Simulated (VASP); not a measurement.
# Sb (Fm-3m) in VASP: single point with LDA

Aim: the single point of Sb with LDA.

Program: VASP 6.6.1. These are calculated values, not measurements. Logs are shortened: lines on timing, memory, paths and dates and some standing lists are left out, and cuts for length are marked.

### Step 1. The cell of the first run

The structure is cubic, space group Fm-3m (No. 225). Conventional cell: a = 4.696 Å, b = 4.696 Å, c = 4.696 Å, α = 90.00°, β = 90.00°, γ = 90.00°. Within 4.4 Å of Sb (site symmetry m-3m) lie 12 Sb at 3.32 Å.

### Step 2. Single point, LDA

INCAR

```
SYSTEM = Sb
  PREC = Accurate
  ENCUT = 520
  EDIFF = 1E-6
  ISMEAR = -1
  SIGMA = 0.13605693000000002
  LREAL = .False.
  LASPH = .True.
  NELM = 80
  ALGO = Normal
  ISIF = 2
  LWAVE = .False.
  LCHARG = .False.
  GGA = CA
  NBANDS = 8
```

KPOINTS

```
Automatic mesh
0
Gamma
  12 12 12
  0 0 0
```

POSCAR

```
Sb
1.0
    0.0000000000      2.3480744752      2.3480744752
    2.3480744752      0.0000000000      2.3480744752
    2.3480744752      2.3480744752      0.0000000000
Sb
1
Direct
    0.0000000000      0.0000000000      0.0000000000
```

Potentials or basis: VASP PAW LDA potentials, release 64 (Sb).

Run with:

```
cat potpaw_LDA.64/Sb/POTCAR > POTCAR
mpirun -np 1 vasp_std > vasp.out
```

OUTCAR:

```text
SYSTEM = Sb
   PREC = Accurate
   ENCUT = 520
   EDIFF = 1E-6
   ISMEAR = -1
   LREAL = .False.
   LASPH = .True.
   NELM = 80
   ISIF = 2
   GGA = CA

 ion  position               nearest neighbor table
   1  0.000  0.000  0.000-

  LATTYP: Found a face centered cubic cell.
 ALAT       =     4.6961489504

  Lattice vectors:

 A1 = (   0.0000000000,   2.3480744752,   2.3480744752)
 A2 = (   2.3480744752,   0.0000000000,   2.3480744752)
 A3 = (   2.3480744752,   2.3480744752,   0.0000000000)

Analysis of symmetry for initial positions (statically):
=====================================================================
 Subroutine PRICEL returns:
 Original cell was already a primitive cell.

 Routine SETGRP: Setting up the symmetry group for a
 face centered cubic supercell.

 Subroutine GETGRP returns: Found 48 space group operations
 (whereof 48 operations were pure point group operations)
 out of a pool of 48 trial point group operations.

The static configuration has the point symmetry O_h .

Analysis of symmetry for dynamics (positions and initial velocities):
=====================================================================
 Subroutine PRICEL returns:
 Original cell was already a primitive cell.

 Routine SETGRP: Setting up the symmetry group for a
 face centered cubic supercell.

 Subroutine GETGRP returns: Found 48 space group operations
 (whereof 48 operations were pure point group operations)
 out of a pool of 48 trial point group operations.

The dynamic configuration has the point symmetry O_h .

 Subroutine INISYM returns: Found 48 space group operations
 (whereof 48 operations are pure point group operations),
 and found     1 'primitive' translations

----------------------------------------------------------------------------------------

                                     Primitive cell

  volume of cell :      25.8920

  direct lattice vectors                    reciprocal lattice vectors
     0.000000000  2.348074475  2.348074475    -0.212940435  0.212940435  0.212940435
     2.348074475  0.000000000  2.348074475     0.212940435 -0.212940435  0.212940435
     2.348074475  2.348074475  0.000000000     0.212940435  0.212940435 -0.212940435

  length of vectors
     3.320678768  3.320678768  3.320678768     0.368823652  0.368823652  0.368823652

  position of ions in fractional coordinates (direct lattice)
     0.000000000  0.000000000  0.000000000

  ion indices of the primitive-cell ions
   primitive index   ion index
                 1           1

----------------------------------------------------------------------------------------

 KPOINTS: Automatic mesh

Automatic generation of k-mesh.
 Grid dimensions read from file:
 generate k-points for:   12   12   12

 Generating k-lattice:

  Cartesian coordinates                     Fractional coordinates (reciprocal lattice)
    -0.017745036  0.017745036  0.017745036     0.083333333  0.000000000  0.000000000
     0.017745036 -0.017745036  0.017745036     0.000000000  0.083333333  0.000000000
     0.017745036  0.017745036 -0.017745036     0.000000000  0.000000000  0.083333333

  Length of vectors
     0.030735304  0.030735304  0.030735304

  Shift w.r.t. Gamma in fractional coordinates (k-lattice)
     0.000000000  0.000000000  0.000000000

 Subroutine IBZKPT returns following result:
 ===========================================

 Found     72 irreducible k-points:

 Following reciprocal coordinates:
            Coordinates               Weight
  0.000000  0.000000  0.000000      1.000000
  0.083333  0.000000  0.000000      8.000000
  0.166667  0.000000  0.000000      8.000000
  0.250000  0.000000  0.000000      8.000000
  0.333333  0.000000  0.000000      8.000000
  0.416667  0.000000  0.000000      8.000000
[... 16 lines left out ...]
  0.500000  0.166667  0.000000     24.000000
 -0.416667  0.166667  0.000000     24.000000
 [... further k-points ...]
   k-points           NKPTS =     72   k-points in BZ     NKDIM =     72   number of bands    NBANDS=      8
   number of dos      NEDOS =    301   number of ions     NIONS =      1
   total plane-waves  NPLWV =  21952
   dimension x,y,z NGX =    28 NGY =   28 NGZ =   28
   dimension x,y,z NGXF=    56 NGYF=   56 NGZF=   56
   ions per type =               1
   NGX,Y,Z   is equivalent  to a cutoff of  14.02, 14.02, 14.02 a.u.
   NGXF,Y,Z  is equivalent  to a cutoff of  28.04, 28.04, 28.04 a.u.
 SYSTEM =  Sb
   PREC   = accura    normal or accurate (medium, high low for compatibility)
   ISTART =      0    job   : 0-new  1-cont  2-samecut
   ICHARG =      2    charge: 1-file 2-atom 10-const
   ISPIN  =      1    spin polarized calculation?
   LNONCOLLINEAR =      F non collinear calculations
   LSORBIT =      F    spin-orbit coupling
   LASPH  =      T    aspherical Exc in radial PAW
   ENCUT  =  520.0 eV  38.22 Ry    6.18 a.u.   6.17  6.17  6.17*2*pi/ulx,y,z
   NELM   =     80;   NELMIN=  2; NELMDL= -5     # of ELM steps
   EDIFF  = 0.1E-05   stopping-criterion for ELM
   LREAL  =      F    real-space projection
   EDIFFG = 0.1E-04   stopping-criterion for IOM
   NSW    =      0    number of steps for IOM
   IBRION =     -1    ionic relax: 0-MD 1-quasi-New 2-CG
   NFREE  =      0    steps in history (QN), initial steepest desc. (CG)
   ISIF   =      2    stress and relaxation
   ISYM   =      2    0-nonsym 1-usesym 2-fastsym
   POTIM  = 0.5000    time-step for ionic-motion
   TEBEG  =    0.0;   TEEND  =   0.0 temperature during run
   PSTRESS=    0.0 pullay stress
   NELECT =       5.0000    total number of electrons
   NUPDOWN=      -1.0000    fix difference up-down
   EMIN   =  10.00;   EMAX   =-10.00  energy-range for DOS
   EFERMI =   0.00;   METHOD = LEGACY
   ISMEAR =    -1;   SIGMA  =   0.14  broadening in eV -4-tet -1-fermi 0-gaus
   EFERMI_NEDOS =   21; number of points for ismear=-14 and -15
   IALGO  =     38    algorithm
   IMIX   =      4    mixing-type and parameters
     AMIX     =   0.40;   BMIX     =  1.00
     AMIX_MAG =   1.60;   BMIX_MAG =  1.00
  volume/ion in A,a.u.               =      25.89       174.73
  Fermi-wavevector in a.u.,A,eV,Ry     =   0.946258  1.788169 12.182718  0.895404
  Thomas-Fermi vector in A             =   2.074239
   LORBIT       =      0    0 simple, 1 ext, 2 COOP (PROOUT), +10 PAW based schemes
   GGA     = CA    functional components
   LHFCALC =     F    Hartree Fock is set to
   AEXX    =    0.0000 exact exchange contribution
   IVDW    =     0    specifies the selected vdW correction
   LEPSILON=     F    determine dielectric tensor
   LRPA    =     F    only Hartree local field effects (RPA)
 non-spin polarized calculation
  energy-cutoff  :      520.00
  volume of cell :       25.89
 maximum number of plane-waves:       725
 NGX is ok and might be reduce to    28
   NGX = 13   NGY = 13   NGZ = 13

 number of electron       5.0000000 magnetization

 Free energy of the ion-electron system (eV)
  ---------------------------------------------------
  ext. energy  EPLUGINS =         0.00000000
  ---------------------------------------------------
  free energy    TOTEN  =        -4.55118977 eV

  energy without entropy =       -4.50866311  energy(sigma->0) =       -4.52992644

 E-fermi :   8.9424     XC(G=0): -10.5412

 val. band max:        8.9039467888   @ k =   0.3333   0.2500   0.0833
 cond. band min:       8.9446819212   @ k =   0.5000   0.4167   0.0833
 fundamental gap:      0.0407351324
 Fermi energy:         8.9424192845

 k-point     1 :       0.0000    0.0000    0.0000
  band No.  band energies     occupation
      1      -4.3191      2.00000
      2      14.4515      0.00000
      3      14.4515      0.00000
      4      14.4515      0.00000
      5      18.8168      0.00000
      6      18.8168      0.00000
      7      18.8168      0.00000
      8      19.2626      0.00000

 k-point     2 :       0.0833    0.0000    0.0000
  band No.  band energies     occupation
      1      -4.1768      2.00000
      2      13.1498      0.00000
      3      14.2611      0.00000
      4      14.2611      0.00000
      5      18.0202      0.00000
      6      19.1136      0.00000
      7      19.1136      0.00000
      8      20.8776      0.00000

 k-point     3 :       0.1667    0.0000    0.0000
  band No.  band energies     occupation
      1      -3.7519      2.00000
      2      10.6780      0.00001
      3      13.8330      0.00000
      4      13.8330      0.00000
      5      17.5518      0.00000
      6      19.6126      0.00000
      7      19.6126      0.00000
      8      21.2612      0.00000

 k-point     4 :       0.2500    0.0000    0.0000
  band No.  band energies     occupation
      1      -3.0528      2.00000
      2       8.1215      1.99522
      3      13.3761      0.00000
      4      13.3761      0.00000
      5      17.2826      0.00000
      6      19.2478      0.00000
      7      19.2478      0.00000
      8      20.6893      0.00000

 k-point     5 :       0.3333    0.0000    0.0000
  band No.  band energies     occupation
      1      -2.1076      2.00000
      2       5.7741      2.00000
      3      13.0040      0.00000
      4      13.0040      0.00000
      5      17.1879      0.00000
      6      18.5965      0.00000
      7      18.5965      0.00000
      8      19.6710      0.00000

 k-point     6 :       0.4167    0.0000    0.0000
  band No.  band energies     occupation
      1      -1.0284      2.00000
      2       3.8320      2.00000
      3      12.7668      0.00000
      4      12.7668      0.00000
      5      17.2331      0.00000
      6      18.1528      0.00000
      7      18.1528      0.00000
      8      18.9420      0.00000

 k-point     7 :       0.5000    0.0000    0.0000
  band No.  band energies     occupation
      1      -0.3774      2.00000
      2       2.8903      2.00000
      3      12.6857      0.00000
      4      12.6857      0.00000
      5      17.2921      0.00000
      6      17.9996      0.00000
      7      17.9996      0.00000
      8      18.6535      0.00000

 k-point     8 :       0.0833    0.0833    0.0000
  band No.  band energies     occupation
      1      -4.1293      2.00000
      2      13.7042      0.00000
      3      13.7095      0.00000
      4      13.7095      0.00000
      5      17.3435      0.00000
      6      19.6955      0.00000
      7      19.6955      0.00000
      8      20.6451      0.00000

 k-point     9 :       0.1667    0.0833    0.0000
  band No.  band energies     occupation
      1      -3.7984      2.00000
      2      11.5536      0.00000
      3      13.0983      0.00000
      4      13.7021      0.00000
      5      17.1453      0.00000
      6      19.4378      0.00000
      7      19.8364      0.00000
      8      20.4510      0.00000

 k-point    10 :       0.2500    0.0833    0.0000
  band No.  band energies     occupation
      1      -3.1898      2.00000
      2       9.0319      0.68257
      3      12.5936      0.00000
      4      13.2474      0.00000
      5      17.2328      0.00000
      6      18.7890      0.00000
      7      20.0497      0.00000
      8      20.4465      0.00000
[... 78 lines left out ...]
 k-point    18 :      -0.0833    0.0833    0.0000
  band No.  band energies     occupation
      1      -3.9402      2.00000
      2      12.1309      0.00000
      3      12.8797      0.00000
      4      14.4760      0.00000
      5      17.9604      0.00000
      6      19.0669      0.00000
      7      19.6910      0.00000
      8      20.8471      0.00000

 k-point    19 :       0.1667    0.1667    0.0000
  band No.  band energies     occupation
      1      -3.5618      2.00000
      2      12.0282      0.00000
      3      12.3564      0.00000
      4      12.3564      0.00000
      5      15.9789      0.00000
      6      17.9031      0.00000
      7      21.4072      0.00000
      8      21.4072      0.00000

 k-point    20 :       0.2500    0.1667    0.0000
  band No.  band energies     occupation
      1      -3.0460      2.00000
      2       9.9534      0.00118
      3      11.7661      0.00000
      4      12.0786      0.00000
      5      15.9326      0.00000
      6      17.0616      0.00000
      7      21.6270      0.00000
      8      21.8750      0.00000

 k-point    21 :       0.3333    0.1667    0.0000
  band No.  band energies     occupation
      1      -2.2652      2.00000
      2       7.6249      1.99988
      3      11.3631      0.00000
      4      11.3978      0.00000
      5      15.6786      0.00000
      6      17.8720      0.00000
      7      21.2775      0.00000
      8      21.4252      0.00000

 k-point    22 :       0.4167    0.1667    0.0000
  band No.  band energies     occupation
      1      -1.2659      2.00000
      2       5.4858      2.00000
      3      10.5727      0.00001
      4      11.2843      0.00000
      5      15.4079      0.00000
      6      19.3108      0.00000
      7      20.5356      0.00000
      8      21.3375      0.00000

 k-point    23 :       0.5000    0.1667    0.0000
  band No.  band energies     occupation
      1      -0.2476      2.00000
      2       3.8384      2.00000
      3       9.9025      0.00172
      4      11.4367      0.00000
      5      15.4306      0.00000
      6      19.9321      0.00000
      7      19.9473      0.00000
      8      22.1968      0.00000

 k-point    24 :      -0.4167    0.1667    0.0000
  band No.  band energies     occupation
      1      -0.0273      2.00000
      2       3.5365      2.00000
      3       9.4399      0.05035
      4      11.8461      0.00000
      5      15.7471      0.00000
      6      19.5265      0.00000
      7      19.7793      0.00000
      8      22.8738      0.00000

 [... further k-points ...]

------------------------ aborting loop because EDIFF is reached ----------------------------------------

  FORCE on cell =-STRESS in cart. coord.  units (eV):
  Direction    XX          YY          ZZ          XY          YZ          ZX
  --------------------------------------------------------------------------------------
  -------------------------------------------------------------------------------------
  Total       -0.0191706     -0.0191706     -0.0191706     -0.0000000     -0.0000000     -0.0000000
  in kB       -1.1862601     -1.1862601     -1.1862601     -0.0000000     -0.0000000     -0.0000000
  external PRESSURE =      -1.1862601 kB  Pullay stress =       0.0000000 kB

 VOLUME and BASIS-vectors are now :
 -----------------------------------------------------------------------------
  energy-cutoff  :      520.00
  volume of cell :       25.89
      direct lattice vectors                 reciprocal lattice vectors
     0.000000000  2.348074475  2.348074475    -0.212940435  0.212940435  0.212940435
     2.348074475  0.000000000  2.348074475     0.212940435 -0.212940435  0.212940435
     2.348074475  2.348074475  0.000000000     0.212940435  0.212940435 -0.212940435

 POSITION                                       TOTAL-FORCE (eV/Angst)
 -----------------------------------------------------------------------------------
      0.00000      0.00000      0.00000        -0.000000      0.000000      0.000000
 -----------------------------------------------------------------------------------
    total drift:                               -0.000000      0.000000      0.000000

  FREE ENERGIE OF THE ION-ELECTRON SYSTEM (eV)
  ---------------------------------------------------
  free  energy   TOTEN  =        -4.5511897691 eV

  energy  without entropy=       -4.5086631115  energy(sigma->0) =       -4.52992644
```

Run time: 17 s. Hardware: 1 thread of AMD EPYC 7R43 (Zen 3), shared host; peak memory 0.11 GiB.

Results:

```yaml
Free_energy: -4.5512 eV
Pressure: -0.1 GPa
```

Caveat: spin-orbit coupling is left out, which moves the levels of the heavy elements.
